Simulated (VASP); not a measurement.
Input of a VASP 6.6.1 run:

Contents of POSCAR:

```
Ge
1.0
    0.0000000000      2.8375042035      2.8375042035
    2.8375042035      0.0000000000      2.8375042035
    2.8375042035      2.8375042035      0.0000000000
Ge
2
Direct
    0.0000000000      0.0000000000      0.0000000000
    0.2500000000      0.2500000000      0.2500000000
```

File INCAR.step1:

```
PREC = Accurate
ENCUT = 520
ISMEAR = 0
SIGMA = 0.02
LREAL = F
LASPH = T
NELM = 80
NBANDS = 21
GGA = PE
ALGO = Normal
EDIFF = 1E-4
LWAVE = T
LCHARG = F
```

INCAR.step2

```
PREC = Accurate
ENCUT = 520
EDIFF = 1E-6
ISMEAR = 0
SIGMA = 0.02
LREAL = F
LASPH = T
NELM = 80
ALGO = Normal
ISIF = 2
LWAVE = F
LCHARG = T
METAGGA = R2SCAN
LMIXTAU = T
LELF = T
LVHAR = T
NBANDS = 21
ISTART = 1
```

The input KPOINTS:

```
regular mesh
0
Gamma
  12 12 12
```

Potentials or basis: VASP PAW PBE potentials, release 64 (Ge_d).

The run is started by

```bash
$ cat potpaw_PBE.64/Ge_d/POTCAR > POTCAR
$ cp INCAR.step1 INCAR
$ mpirun -np 1 vasp_std > vasp.out
$ cp INCAR.step2 INCAR
$ mpirun -np 1 vasp_std > vasp.out
```

Predict the band gap on the k mesh.

0.32 eV, direct.

What does it give for the pressure?

0.1 GPa.

Caveat: the PAW data sets were made with another functional, which shifts forces and pressure a little.

**Experimental background.**

“Temperature-dependent photoluminescence in Ge: experiment and theory”, 2020, arxiv:2003.00143 reports, for a bulk crystal of Ge at 0 K: band gap 0.744 eV (indirect).

Against the measured gap of Ge, 0.744 eV (indirect; 0 K; “Temperature-dependent photoluminescence in Ge: experiment and theory”, 2020, arxiv:2003.00143), the calculated 0.32 eV is off by -0.43 eV. 3 values of this kind are on record (0.666 to 0.807 eV); this one was drawn at random among those near their median. Spin-orbit coupling on Ge is left out. The value is that of r2SCAN on a finite k mesh, which can miss the band edges, without temperature or zero-point motion.
